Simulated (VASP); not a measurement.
Here is a VASP 6.6.1 calculation.

INCAR

```
ALGO     = Fast           # electronic algorithm
EDIFF    = 1E-7           # SCF threshold, eV
EDIFFG   = -0.01          # ionic threshold
ENCUT    = 600            # plane-wave cutoff, eV
GGA      = PE             # functional
IBRION   = 2              # ionic algorithm
ISIF     = 3              # what is computed and relaxed
ISMEAR   = 0              # smearing method
LASPH    = True           # aspherical terms in the spheres
LCHARG   = False          # write CHGCAR
LREAL    = False          # projectors in reciprocal space
LWAVE    = False          # write WAVECAR
NELM     = 60             # most SCF steps
NSW      = 100            # ionic steps
PREC     = Accurate       # precision mode
SIGMA    = 0.1            # smearing width, eV
```

The input KPOINTS:

```
k-points
0
Gamma
  10 10 10
```

The input POSCAR:

```
Be6S
1.0
    1.6831242783     -6.3021858777      0.0000000000
    1.6831242783      6.3021858777      0.0000000000
    0.0000000000      0.0000000000      3.3698348632
Be S
6 1
Direct
    0.3945372812      0.1181201624      0.7453001133
    0.8818798376      0.6054627188      0.2546998867
    0.6054627188      0.8818798376      0.7453001133
    0.1181201624      0.3945372812      0.2546998867
    0.0000000000      0.5000000000      0.7557714194
    0.5000000000      0.0000000000      0.2442285806
    0.5000000000      0.5000000000      0.5000000000
```

Potentials or basis: VASP PAW PBE potentials, release 64 (Be, S).

The run is started by

```console
$ cat potpaw_PBE.64/Be/POTCAR potpaw_PBE.64/S/POTCAR > POTCAR
$ mpirun -np 1 vasp_std > vasp.out
```

(1) Predict the relaxed cell.

(2) What does it give for the space group after relaxing (to 0.1 Å)?

(3) What does it give for the band gap on the k mesh?

(4) What does it give for the relaxed volume?

Answers

(1) a = 6.576 Å, b = 6.576 Å, c = 3.347 Å, α = 90.00°, β = 90.00°, γ = 150.51°.

(2) C222 (No. 21).

(3) zero (bands 9 and 10 overlap by 3.89 eV).

(4) 10.18 Å³/atom.
